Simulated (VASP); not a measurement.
A run of VASP 6.6.1 is set up as follows.

Contents of POSCAR:

```
Pt
1.0
    2.7606656200      0.0000000000      0.0000000000
   -1.3803328100      2.3908065500      0.0000000000
    0.0000000000      0.0000000000      4.7921340000
Pt
2
Direct
    0.6666666667      0.3333333333      0.7500000000
    0.3333333333      0.6666666667      0.2500000000
```

File INCAR.step1:

```
SYSTEM = Pt
PREC = Accurate
ENCUT = 520
ISMEAR = 1
SIGMA = 0.1
LREAL = .False.
LASPH = .True.
NELM = 80
NBANDS = 17
GGA = PE
ALGO = Normal
EDIFF = 1E-4
LWAVE = .True.
LCHARG = .False.
```

INCAR.step2

```
SYSTEM = Pt
PREC = Accurate
ENCUT = 520
EDIFF = 1E-6
ISMEAR = 1
SIGMA = 0.1
LREAL = .False.
LASPH = .True.
NELM = 80
ALGO = Normal
ISIF = 2
LWAVE = .False.
LCHARG = .False.
METAGGA = R2SCAN
LMIXTAU = .True.
NBANDS = 17
ISTART = 1
```

The input KPOINTS:

```
Automatic mesh
0
Gamma
  11 11 6
  0 0 0
```

Potentials or basis: VASP PAW PBE potentials, release 64 (Pt).

The run is started by

```sh
$ cat potpaw_PBE.64/Pt/POTCAR > POTCAR
$ cp INCAR.step1 INCAR
$ mpirun -np 1 vasp_std > vasp.out
$ cp INCAR.step2 INCAR
$ mpirun -np 1 vasp_std > vasp.out
```

**Question.** Predict the pressure.

**Answer.** -5.8 GPa.

**Question.** What does it give for the band gap on the k mesh?

**Answer.** Zero (band 10 reaches 10.51 eV, above the bottom of band 11 at 9.24 eV).

Stress tensor (GPa, compression positive):
```
-6.12  0.00  0.00
 0.00 -6.12  0.00
 0.00  0.00 -5.16
```

Caveat: the PAW data sets were made with another functional, which shifts forces and pressure a little; spin-orbit coupling is left out, which moves the levels of the heavy elements.
